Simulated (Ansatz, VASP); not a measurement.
Two plane-wave programs on Al2Cu

```xyz
3
Lattice="4.4628 0.0000 0.0000 -2.2314 3.8649 0.0000 0.0000 0.0000 2.6342" Properties=species:S:1:pos:R:3 pbc="T T T"
Cu    0.0000    0.0000    0.0000
Al    0.0000    2.5766    1.3171
Al    2.2314    1.2883    1.3171
```

Alike in both runs: functional PBEsol; k mesh 12 × 12 × 16; occupations gaussian, width 0.1 eV; no spin polarisation.

Ansatz relaxed the structure, and its values are those at the end. VASP's run is a single point on that final structure, the one shown.

|  | VASP | Ansatz |
| --- | --- | --- |
| version | VASP 6.6.1 | Ansatz 0.2.0 |
| potentials or method | VASP PAW PBE potentials, release 64 (Cu, Al), cutoff 520 eV | scalar-relativistic, plane waves, PAW |
| valence electrons in the cell | 17 | 25 |

|  | VASP | Ansatz | Ansatz less VASP |
| --- | --- | --- | --- |
| gap on the k mesh at the Fermi level (eV) | none | none | - |
| pressure (GPa) | 0.2 | 0.0 | -0.16 |

VASP's potentials were made for PBE, not for PBEsol. A gap of «none» marks a metal or a gap that the smearing closes. VASP's potentials hold 17 valence electrons a cell and Ansatz's 25, so a difference there can come from the potentials and not from the codes.
